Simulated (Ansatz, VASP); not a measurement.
## Al in VASP and in Ansatz

```
CELL_PARAMETERS angstrom
0.00000 1.99166 1.99166
1.99166 0.00000 1.99166
1.99166 1.99166 0.00000
ATOMIC_POSITIONS crystal
Al 0.00000 0.00000 0.00000
```

Alike in both runs: functional LDA; k mesh 16 × 16 × 16; occupations fermi-dirac, width 0.05 eV; no spin polarisation.

Ansatz relaxed the structure, and its values are those at the end. VASP's run is a single point on that final structure, the one shown.

|  | VASP | Ansatz |
| --- | --- | --- |
| version | VASP 6.6.1 | Ansatz 0.2.0 |
| potentials or method | VASP PAW LDA potentials, release 64 (Al), cutoff 520 eV | plane-wave PAW DFT |
| valence electrons in the cell | 3 | 3 |

Ansatz gave:

```
pressure (GPa) : 0.0
```

Q: What did VASP give for the same quantities?

A: Pressure (GPa): 0.1.

Ansatz warns that its potentials were made for another functional, while VASP's fit it. LDA's correlation is that of Perdew and Zunger in VASP and of Perdew and Wang (1992) in Ansatz.
